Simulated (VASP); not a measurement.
The system is CdSe3S.

```
Cd Se S
1.0
     4.94818    0.00000    0.00000
     0.00000    4.94818    0.00000
     0.00000    0.00000    5.71624
Cd Se S
1 3 1
Direct
  0.00000 0.00000 0.56845
  0.00000 0.50000 0.31820
  0.00000 0.00000 0.01989
  0.50000 0.00000 0.31820
  0.50000 0.50000 0.21377
```

The cell was generated, and may not be a known phase.

```yaml
Program: VASP 6.6.1
Task: relaxation of cell and atoms
Functional: PBE
Potentials_or_basis: VASP PAW PBE potentials, release 64 (Cd, Se, S)
Cutoff: 600 eV
k_mesh: 8 × 8 × 8
Occupations: gaussian, width 0.1 eV
Spin: no spin polarisation
```

At the start: pressure 0.5 GPa; volume 27.99 Å³/atom.

Question: How do energy, volume and symmetry change on relaxing?

Answer: Over 10 steps the energy falls by 2.9 meV/atom and the volume is 28.44 Å³/atom (+1.6 %); space group P4mm (No. 99, to 0.1 Å) before and after.

Step by step:
```
step  energy change (eV)  largest force (eV/Å)  pressure (GPa)  volume (Å³)
   1              0.0000                0.2025            0.53       139.96
   2             -0.0063                0.1384           -0.06       141.83
   3             -0.0068                0.1325           -0.27       142.55
   4             -0.0109                0.0907           -0.17       142.46
   5             -0.0135                0.0535           -0.01       142.31
   6             -0.0136                0.0499            0.00       142.29
   7             -0.0141                0.0366            0.00       142.28
   8             -0.0145                0.0513           -0.01       142.27
   9             -0.0146                0.0139            0.02       142.19
  10             -0.0147                0.0057            0.01       142.21
```

Final structure:
```
Cd Se S
1.0
     4.93107    0.00000    0.00000
     0.00000    4.93107    0.00000
     0.00000    0.00000    5.84855
Cd Se S
1 3 1
Direct
  0.00000 0.00000 0.56868
  0.00000 0.50000 0.32033
  0.00000 0.00000 0.00968
  0.50000 0.00000 0.32033
  0.50000 0.50000 0.21949
```
